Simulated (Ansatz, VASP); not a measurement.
**In: VASP beside Ansatz**

```xyz
1
Lattice="-1.8309 1.8309 1.9072 1.8309 -1.8309 1.9072 1.8309 1.8309 -1.9072" Properties=species:S:1:pos:R:3 pbc="T T T"
In    0.0000    0.0000    0.0000
```

Change from the starting cell: x and y stretched by -4 %, z held, PAW files.

Alike in both runs: task electric field gradients; functional PBE; k mesh 15 × 15 × 15; occupations fermi-dirac, width 0.05 eV; no spin polarisation.

```csv
,VASP,Ansatz
version,VASP 6.6.1,Ansatz 0.2.0
potentials or method,"VASP PAW PBE potentials, release 64 (In_d)","PAW with Ansatz's default frozen-core files, scalar-relativistic"
plane-wave cutoff (eV),520,420
valence electrons in the cell,13,13
```

|  | VASP | Ansatz | Ansatz less VASP |
| --- | --- | --- | --- |
| pressure (GPa) | 3.4 | 3.5 | +0.02 |
| traceless stress, the component that is largest in VASP (GPa) | 0.31 | 0.31 | 0.000 |
| size of Vzz on the site where it differs most (V/Å²) | 3.0 | 2.8 | -0.14 |
